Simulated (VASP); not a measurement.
# CoSi2 (Immm) in VASP: a series of runs

The runs below take CoSi2 through single point, with PBE.

All numbers are computed with VASP 6.6.1; they aren't measurements. Logs are shortened: lines on timing, memory, paths and dates and some standing lists are left out, and cuts for length are marked.

### 1 The cell of the first run

The structure is orthorhombic, space group Immm (No. 71). Conventional cell: a = 3.834 Å, b = 3.834 Å, c = 5.235 Å, α = 90.00°, β = 90.00°, γ = 90.00°. Within 3.0 Å of Co (site symmetry mmm) lie 8 Si at 2.30 to 2.34 Å. Si (site symmetry mm2) has 4 Co at 2.30 to 2.34 Å and 6 Si at 2.54 to 2.71 Å within 3.0 Å.

### 2 Single point, PBE (mode 6 frozen in at -0.041 Å, strain +e along z and -e/2 along x and y -0.0233)

The input, INCAR:

```
  PREC = Accurate
  ENCUT = 520
  EDIFF = 1E-6
  ISMEAR = 0
  SIGMA = 0.15
  LREAL = False
  LASPH = True
  NELM = 80
  ALGO = Normal
  ISIF = 2
  LWAVE = False
  LCHARG = False
  GGA = PE
  NBANDS = 16
```

The input, KPOINTS:

```
Automatic mesh
0
Gamma
  12 12 12
```

The input, POSCAR:

```
CoSi2
1.0
    0.0000000000      2.7114004273      2.6177282631
    2.7114004273      0.0000000000      2.6177282631
    2.7114004273      2.7114004273      0.0000000000
Co Si
1 2
Direct
    0.0000000000      0.0000000000      0.0000000000
    0.2423512496      0.2423512496      0.2576487504
    0.7576487504      0.7576487504      0.7423512496
```

Potentials or basis: VASP PAW PBE potentials, release 64 (Co, Si).

The run is started by

```sh
cat potpaw_PBE.64/Co/POTCAR potpaw_PBE.64/Si/POTCAR > POTCAR
mpirun -np 1 vasp_std > vasp.out
```

OUTCAR:

```text
PREC = Accurate
   ENCUT = 520
   EDIFF = 1E-6
   ISMEAR = 0
   LREAL = False
   LASPH = True
   NELM = 80
   ISIF = 2
   GGA = PE

 ion  position               nearest neighbor table
   1  0.000  0.000  0.000-   3 2.30   2 2.30   3 2.30   2 2.30   3 2.34   3 2.34   2 2.34   2 2.34

   2  0.242  0.242  0.258-   1 2.30   1 2.30   1 2.34   1 2.34   3 2.54   3 2.70   3 2.71   3 2.71
                             3 2.71   3 2.71
   3  0.758  0.758  0.742-   1 2.30   1 2.30   1 2.34   1 2.34   2 2.54   2 2.70   2 2.71   2 2.71
                             2 2.71   2 2.71

  LATTYP: Found a body centered tetragonal cell.
 ALAT       =     3.8344992573
 C/A-ratio  =     1.3653559891

  Lattice vectors:

 A1 = (   0.0000000000,  -2.7114004273,  -2.6177282631)
 A2 = (   0.0000000000,   2.7114004273,  -2.6177282631)
 A3 = (   2.7114004273,   0.0000000000,   2.6177282631)

Analysis of symmetry for initial positions (statically):
=====================================================================
 Subroutine PRICEL returns:
 Original cell was already a primitive cell.

 Routine SETGRP: Setting up the symmetry group for a
 body centered tetragonal supercell.

 Subroutine GETGRP returns: Found  8 space group operations
 (whereof  8 operations were pure point group operations)
 out of a pool of 16 trial point group operations.

The static configuration has the point symmetry D_2h.

Analysis of symmetry for dynamics (positions and initial velocities):
=====================================================================
 Subroutine PRICEL returns:
 Original cell was already a primitive cell.

 Routine SETGRP: Setting up the symmetry group for a
 body centered tetragonal supercell.

 Subroutine GETGRP returns: Found  8 space group operations
 (whereof  8 operations were pure point group operations)
 out of a pool of 16 trial point group operations.

The dynamic configuration has the point symmetry D_2h.

 Subroutine INISYM returns: Found  8 space group operations
 (whereof  8 operations are pure point group operations),
 and found     1 'primitive' translations

----------------------------------------------------------------------------------------

                                     Primitive cell

  volume of cell :      38.4895

  direct lattice vectors                    reciprocal lattice vectors
     0.000000000  2.711400427  2.617728263    -0.184406551  0.184406551  0.191005311
     2.711400427  0.000000000  2.617728263     0.184406551 -0.184406551  0.191005311
     2.711400427  2.711400427  0.000000000     0.184406551  0.184406551 -0.191005311

  length of vectors
     3.768845120  3.768845120  3.834499257     0.323256215  0.323256215  0.323256215

  position of ions in fractional coordinates (direct lattice)
     0.000000000  0.000000000  0.000000000
     0.242351250  0.242351250  0.257648750
     0.757648750  0.757648750  0.742351250

  ion indices of the primitive-cell ions
   primitive index   ion index
                 1           1
                 2           2
                 3           3

----------------------------------------------------------------------------------------

 KPOINTS: Automatic mesh

Automatic generation of k-mesh.
 Grid dimensions read from file:
 generate k-points for:   12   12   12

 Generating k-lattice:

  Cartesian coordinates                     Fractional coordinates (reciprocal lattice)
    -0.015367213  0.015367213  0.015917109     0.083333333  0.000000000  0.000000000
     0.015367213 -0.015367213  0.015917109     0.000000000  0.083333333  0.000000000
     0.015367213  0.015367213 -0.015917109    -0.000000000 -0.000000000  0.083333333

  Length of vectors
     0.026938018  0.026938018  0.026938018

  Shift w.r.t. Gamma in fractional coordinates (k-lattice)
     0.000000000  0.000000000  0.000000000

 Subroutine IBZKPT returns following result:
 ===========================================

 Found    280 irreducible k-points:

 Following reciprocal coordinates:
            Coordinates               Weight
  0.000000  0.000000  0.000000      1.000000
  0.083333  0.000000  0.000000      4.000000
  0.000000  0.000000 -0.083333      4.000000
  0.166667 -0.000000  0.000000      4.000000
 -0.000000 -0.000000 -0.166667      4.000000
  0.250000  0.000000  0.000000      4.000000
[... 16 lines left out ...]
  0.500000  0.083333  0.000000      4.000000
  0.083333  0.083333 -0.416667      4.000000
 [... further k-points ...]
   k-points           NKPTS =    280   k-points in BZ     NKDIM =    280   number of bands    NBANDS=     16
   number of dos      NEDOS =    301   number of ions     NIONS =      3
   total plane-waves  NPLWV =  23520
   dimension x,y,z NGX =    28 NGY =   28 NGZ =   30
   dimension x,y,z NGXF=    56 NGYF=   56 NGZF=   60
   ions per type =               1   2
   NGX,Y,Z   is equivalent  to a cutoff of  12.35, 12.35, 13.01 a.u.
   NGXF,Y,Z  is equivalent  to a cutoff of  24.70, 24.70, 26.01 a.u.
 SYSTEM =  unknown system
   PREC   = accura    normal or accurate (medium, high low for compatibility)
   ISTART =      0    job   : 0-new  1-cont  2-samecut
   ICHARG =      2    charge: 1-file 2-atom 10-const
   ISPIN  =      1    spin polarized calculation?
   LNONCOLLINEAR =      F non collinear calculations
   LSORBIT =      F    spin-orbit coupling
   LASPH  =      T    aspherical Exc in radial PAW
   ENCUT  =  520.0 eV  38.22 Ry    6.18 a.u.   7.01  7.01  7.13*2*pi/ulx,y,z
   NELM   =     80;   NELMIN=  2; NELMDL= -5     # of ELM steps
   EDIFF  = 0.1E-05   stopping-criterion for ELM
   LREAL  =      F    real-space projection
   EDIFFG = 0.1E-04   stopping-criterion for IOM
   NSW    =      0    number of steps for IOM
   IBRION =     -1    ionic relax: 0-MD 1-quasi-New 2-CG
   NFREE  =      0    steps in history (QN), initial steepest desc. (CG)
   ISIF   =      2    stress and relaxation
   ISYM   =      2    0-nonsym 1-usesym 2-fastsym
   POTIM  = 0.5000    time-step for ionic-motion
   TEBEG  =    0.0;   TEEND  =   0.0 temperature during run
   PSTRESS=    0.0 pullay stress
   NELECT =      17.0000    total number of electrons
   NUPDOWN=      -1.0000    fix difference up-down
   EMIN   =  10.00;   EMAX   =-10.00  energy-range for DOS
   EFERMI =   0.00;   METHOD = LEGACY
   ISMEAR =     0;   SIGMA  =   0.15  broadening in eV -4-tet -1-fermi 0-gaus
   EFERMI_NEDOS =   21; number of points for ismear=-14 and -15
   IALGO  =     38    algorithm
   IMIX   =      4    mixing-type and parameters
     AMIX     =   0.40;   BMIX     =  1.00
     AMIX_MAG =   1.60;   BMIX_MAG =  1.00
  volume/ion in A,a.u.               =      12.83        86.58
  Fermi-wavevector in a.u.,A,eV,Ry     =   1.246744  2.356004 21.148485  1.554370
  Thomas-Fermi vector in A             =   2.380907
   LORBIT       =      0    0 simple, 1 ext, 2 COOP (PROOUT), +10 PAW based schemes
   GGA     = PE    functional components
   LHFCALC =     F    Hartree Fock is set to
   AEXX    =    0.0000 exact exchange contribution
   IVDW    =     0    specifies the selected vdW correction
   LEPSILON=     F    determine dielectric tensor
   LRPA    =     F    only Hartree local field effects (RPA)
 non-spin polarized calculation
 Gauss-broadening in eV      SIGMA  =   0.15
  energy-cutoff  :      520.00
  volume of cell :       38.49
 maximum number of plane-waves:      1050
   NGX = 13   NGY = 13   NGZ = 15

 number of electron      17.0000003 magnetization

 Free energy of the ion-electron system (eV)
  ---------------------------------------------------
  ext. energy  EPLUGINS =         0.00000000
  ---------------------------------------------------
  free energy    TOTEN  =       -19.27045022 eV

  energy without entropy =      -19.25870382  energy(sigma->0) =      -19.26457702

 E-fermi :  10.0635     XC(G=0): -11.7364

 val. band max:       10.0618052602   @ k =   0.0000  -0.0833  -0.4167
 cond. band min:      10.0642526765   @ k =   0.4167   0.0833   0.2500
 fundamental gap:      0.0024474163
 Fermi energy:        10.0634600450

 k-point     1 :       0.0000    0.0000    0.0000
  band No.  band energies     occupation
      1      -3.0557      2.00000
      2       5.8691      2.00000
      3       6.0179      2.00000
      4       6.1089      2.00000
      5       8.0823      2.00000
      6       8.2519      2.00000
[... 8 lines left out ...]
     15      15.5789      0.00000
     16      16.5901      0.00000

 k-point     2 :       0.0833    0.0000    0.0000
  band No.  band energies     occupation
      1      -2.9510      2.00000
      2       5.7064      2.00000
      3       6.0385      2.00000
      4       6.0519      2.00000
      5       8.0537      2.00000
      6       8.2231      2.00000
[... 8 lines left out ...]
     15      15.3910      0.00000
     16      16.1753      0.00000

 k-point     3 :       0.0000    0.0000   -0.0833
  band No.  band energies     occupation
      1      -2.9499      2.00000
      2       5.6874      2.00000
      3       5.9869      2.00000
      4       6.1421      2.00000
      5       8.0485      2.00000
      6       8.2161      2.00000
[... 8 lines left out ...]
     15      15.4036      0.00000
     16      16.1623      0.00000

 k-point     4 :       0.1667   -0.0000    0.0000
  band No.  band energies     occupation
      1      -2.6393      2.00000
      2       5.0322      2.00000
      3       6.0998      2.00000
      4       6.1444      2.00000
      5       7.9925      2.00000
      6       8.1616      2.00000
[... 8 lines left out ...]
     15      15.8323      0.00000
     16      16.4213      0.00000

 k-point     5 :      -0.0000   -0.0000   -0.1667
  band No.  band energies     occupation
      1      -2.6343      2.00000
      2       5.0092      2.00000
      3       6.1060      2.00000
      4       6.2306      2.00000
      5       7.9778      2.00000
      6       8.1316      2.00000
[... 8 lines left out ...]
     15      15.6688      0.00000
     16      16.3823      0.00000

 k-point     6 :       0.2500    0.0000    0.0000
  band No.  band energies     occupation
      1      -2.1272      2.00000
      2       4.0491      2.00000
      3       6.2189      2.00000
      4       6.2661      2.00000
      5       7.9643      2.00000
      6       8.1305      2.00000
[... 8 lines left out ...]
     15      16.8348      0.00000
     16      17.5915      0.00000

 k-point     7 :       0.0000    0.0000   -0.2500
  band No.  band energies     occupation
      1      -2.1149      2.00000
      2       4.0319      2.00000
      3       6.2947      2.00000
      4       6.3390      2.00000
      5       7.9493      2.00000
      6       8.0580      2.00000
[... 8 lines left out ...]
     15      16.7507      0.00000
     16      17.5577      0.00000

 k-point     8 :       0.3333    0.0000    0.0000
  band No.  band energies     occupation
      1      -1.4289      2.00000
      2       2.9125      2.00000
      3       6.3276      2.00000
      4       6.3711      2.00000
      5       8.0470      2.00000
      6       8.1970      2.00000
[... 8 lines left out ...]
     15      18.1435      0.00000
     16      18.8159      0.00000

 k-point     9 :       0.0000    0.0000   -0.3333
  band No.  band energies     occupation
      1      -1.4024      2.00000
      2       2.8883      2.00000
      3       6.4180      2.00000
      4       6.4885      2.00000
      5       8.0493      2.00000
      6       8.0700      2.00000
[... 8 lines left out ...]
     15      18.1446      0.00000
     16      18.7605      0.00000
[... 172 lines left out ...]
 k-point    19 :       0.3333    0.0833    0.0000
  band No.  band energies     occupation
      1      -1.5582      2.00000
      2       3.2612      2.00000
      3       6.2289      2.00000
      4       6.3066      2.00000
      5       7.8390      2.00000
      6       8.2364      2.00000
[... 8 lines left out ...]
     15      18.7318      0.00000
     16      19.1681      0.00000

 k-point    20 :       0.0833    0.0833   -0.2500
  band No.  band energies     occupation
      1      -1.5418      2.00000
      2       3.2444      2.00000
      3       6.2796      2.00000
      4       6.4109      2.00000
      5       7.7093      2.00000
      6       8.2375      2.00000
[... 8 lines left out ...]
     15      18.7646      0.00000
     16      19.1177      0.00000

 k-point    21 :       0.4167    0.0833    0.0000
  band No.  band energies     occupation
      1      -0.7459      2.00000
      2       2.1320      2.00000
      3       6.3140      2.00000
      4       6.3353      2.00000
      5       7.8733      2.00000
      6       8.2966      2.00000
[... 8 lines left out ...]
     15      20.0329      0.00000
     16      20.5923      0.00000

 k-point    22 :       0.0833    0.0833   -0.3333
  band No.  band energies     occupation
      1      -0.7045      2.00000
      2       2.0941      2.00000
      3       6.3621      2.00000
      4       6.5184      2.00000
      5       7.6126      2.00000
      6       8.1910      2.00000
[... 8 lines left out ...]
     15      20.2218      0.00000
     16      20.5006      0.00000

 k-point    23 :       0.5000    0.0833    0.0000
  band No.  band energies     occupation
      1       0.1095      2.00000
      2       1.1248      2.00000
      3       6.2570      2.00000
      4       6.4339      2.00000
      5       7.7904      2.00000
      6       8.3926      2.00000
[... 8 lines left out ...]
     15      20.4659      0.00000
     16      21.2366      0.00000

 k-point    24 :       0.0833    0.0833   -0.4167
  band No.  band energies     occupation
      1       0.2761      2.00000
      2       0.9641      2.00000
      3       6.4435      2.00000
      4       6.5197      2.00000
      5       7.4754      2.00000
      6       8.3102      2.00000
[... 8 lines left out ...]
     15      20.8056      0.00000
     16      21.0543      0.00000

 [... further k-points ...]
[... 5 lines left out ...]
  --------------------------------------------------------------------------------------
  -------------------------------------------------------------------------------------
  Total       -0.2758283     -0.2758283      0.6693077      0.6642259      0.0000000      0.0000000
  in kB      -11.4817341    -11.4817341     27.8608588     27.6493237      0.0000000      0.0000000
  external PRESSURE =       1.6324635 kB  Pullay stress =       0.0000000 kB

 VOLUME and BASIS-vectors are now :
 -----------------------------------------------------------------------------
  energy-cutoff  :      520.00
  volume of cell :       38.49
      direct lattice vectors                 reciprocal lattice vectors
     0.000000000  2.711400427  2.617728263    -0.184406551  0.184406551  0.191005311
     2.711400427  0.000000000  2.617728263     0.184406551 -0.184406551  0.191005311
     2.711400427  2.711400427  0.000000000     0.184406551  0.184406551 -0.191005311

 POSITION                                       TOTAL-FORCE (eV/Angst)
 -----------------------------------------------------------------------------------
      0.00000      0.00000      0.00000         0.000000      0.000000     -0.000000
      1.35570      1.35570      1.26882         0.000000      0.000000      0.525374
      4.06710      4.06710      3.96664         0.000000      0.000000     -0.525374
 -----------------------------------------------------------------------------------
    total drift:                               -0.000000     -0.000000     -0.000000

  FREE ENERGIE OF THE ION-ELECTRON SYSTEM (eV)
  ---------------------------------------------------
  free  energy   TOTEN  =       -19.2704502223 eV

  energy  without entropy=      -19.2587038219  energy(sigma->0) =      -19.26457702
```

Wall time 73 s (1 thread of Intel Xeon 6975P-C (Granite Rapids), shared host); peak memory 0.28 GiB.

Results:

```yaml
Free_energy: -19.2705 eV
Pressure: 0.2 GPa
Largest_force: 0.525 eV/Å
```

Forces in eV/Å, atoms in the order of the input:
```
Co   0.000  0.000  0.000
Si   0.000  0.000  0.525
Si   0.000  0.000 -0.525
```

Caveat: the cell differs from its parent crystal (mode 6 frozen in at -0.041 Å, strain +e along z and -e/2 along x and y -0.0233). Spin polarisation is off, so any magnetic state and its effect on volume and gap are missing.

### 3 Single point, PBE (mode 6 frozen in at -0.082 Å, strain +e along z and -e/2 along x and y +0.0467)

The input, INCAR:

```
SYSTEM = CoSi2
ALGO     = Normal         ! electronic algorithm
EDIFF    = 1E-6           ! SCF threshold, eV
ENCUT    = 520            ! plane-wave cutoff, eV
GGA      = PE             ! functional
ISIF     = 2              ! what is computed and relaxed
ISMEAR   = 0              ! smearing method
LASPH    = .TRUE.         ! aspherical terms in the spheres
LCHARG   = .FALSE.        ! write CHGCAR
LREAL    = .FALSE.        ! projectors in reciprocal space
LWAVE    = .FALSE.        ! write WAVECAR
NBANDS   = 16             ! bands
NELM     = 60             ! most SCF steps
PREC     = Accurate       ! precision mode
SIGMA    = 0.15           ! smearing width, eV
```

The input, KPOINTS:

```
k-points
0
G
  12 12 12
  0 0 0
```

The input, POSCAR:

```
CoSi2
1.0
    0.0000000000      2.6175942543      2.8053406092
    2.6175942543      0.0000000000      2.8053406092
    2.6175942543      2.6175942543      0.0000000000
Co Si
1 2
Direct
    0.0000000000      0.0000000000      0.0000000000
    0.2347024993      0.2347024993      0.2652975007
    0.7652975007      0.7652975007      0.7347024993
```

Potentials or basis: VASP PAW PBE potentials, release 64 (Co, Si).

The run is started by

```sh
cat potpaw_PBE.64/Co/POTCAR potpaw_PBE.64/Si/POTCAR > POTCAR
mpirun -np 1 vasp_std > vasp.out
```

Wall time 2.7 min (1 thread of Intel Xeon 6975P-C, shared host); peak memory 0.3 GiB.

It converged, with:

- Free energy: -19.2039 eV
- Pressure: 1.2 GPa
- Largest force: 0.777 eV/Å

Forces in eV/Å, atoms in the order of the input:
```
Co   0.000  0.000  0.000
Si   0.000  0.000  0.777
Si   0.000  0.000 -0.777
```

Stress tensor (GPa, compression positive):
```
 2.83  6.78  0.00
 6.78  2.83  0.00
 0.00  0.00 -2.16
```

Levels at points of the mesh, in eV from the Fermi level:
```csv
k point,band 6,band 7,band 8,band 9,band 10,band 11,band 12,band 13
"(0.00, 0.00, 0.00)",-1.76,0.78,2.88,3.07,3.17,3.29,3.81,3.90
"(0.50, 0.00, 0.00)",-1.66,-1.39,-0.42,-0.22,2.59,2.89,3.62,4.50
"(0.00, 0.00, 0.50)",-1.71,-1.63,-1.33,-0.04,2.95,3.30,3.40,4.54
"(0.50, 0.50, 0.00)",-2.16,-2.07,-1.86,-1.29,1.86,3.13,8.52,9.63
"(0.50, 0.00, 0.50)",-2.13,-2.07,-1.65,-1.25,1.40,2.79,8.50,8.62
```

Caveat: the cell differs from its parent crystal (mode 6 frozen in at -0.082 Å, strain +e along z and -e/2 along x and y +0.0467). Spin polarisation is off, so any magnetic state and its effect on volume and gap are missing.
